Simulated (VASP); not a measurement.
**Ga3Se: single point with LDA**

Crystal: Ga3Se.

```
Se Ga
1.0
     4.37256    0.00000    0.00000
     0.00000    4.37256    0.00000
     0.00000    0.00000    4.37256
Se Ga
1 3
Direct
  0.00000 0.00000 0.00000
  0.50000 0.50000 0.00000
  0.50000 0.00000 0.50000
  0.00000 0.50000 0.50000
```

```
Program             : VASP 6.6.1
Task                : single point
Functional          : LDA
Potentials or basis : VASP PAW LDA potentials, release 64 (Se, Ga_d)
Cutoff              : 520 eV
k mesh              : 6 × 6 × 6
Occupations         : fermi-dirac, width 0.05 eV
Spin                : no spin polarisation
```

```
Pressure : -3.4 GPa
```

Levels at points of the mesh, in eV from the Fermi level:
```
           k point  band 21  band 22  band 23  band 24  band 25  band 26
(0.00, 0.00, 0.00)    -2.85    -2.85     1.67     1.67     1.67     4.46
(0.50, 0.00, 0.00)    -2.12    -1.02    -0.31    -0.31     1.13     4.16
(0.50, 0.50, 0.00)    -0.82    -0.65    -0.65     1.44     1.65     1.65
(0.50, 0.50, 0.50)    -5.04    -5.04    -3.61     4.13     4.13     4.13
```

Run time: 19 s on 1 thread of Intel(R) Xeon(R) 6975P-C (Granite Rapids), with other jobs on the host, peak memory 0.19 GiB.
